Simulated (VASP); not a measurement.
Runs of VASP 6.6.1 on WS2. The structure is that of space group R3m (No. 160), or close to it. The cells are those of the table. 

```csv
task,cell,cutoff (eV),smearing,k mesh for the DOS,occupations for the DOS,gap on the mesh (eV),pressure (GPa),largest force (eV/Å)
single point,"a = 6.625 Å, angles 27.5°, 3 atoms",520,gaussian 0.05 eV,-,-,1.16,0.1,0.02
relaxation of shape and atoms at fixed volume,"relaxed from a = 6.387 Å, angles 28.2°, 3 atoms",600,gaussian 0.02 eV,-,-,0.89,1.9,-
single point,"a = 6.778 Å, angles 26.2°, 3 atoms",520,gaussian 0.02 eV,-,-,0.96,10.4,5.35
single point,"a = 6.765 Å, angles 27.7°, 3 atoms",520,gaussian 0.02 eV,-,-,0.96,(a),(b)
```

Alike in all rows: level PBEsol; potentials or basis VASP PAW PBE potentials, release 64 (W_sv, S); no spin polarisation; k mesh 12 × 12 × 12.

Task: Fill in the values left out.

Result: (a) -18.3; (b) 3.58.

Caveats: the PAW data sets were made with another functional, which shifts forces and pressure a little; spin-orbit coupling is left out, which moves the levels of the heavy elements.

A k mesh can miss the band edges, and the runs leave out spin-orbit coupling on W.
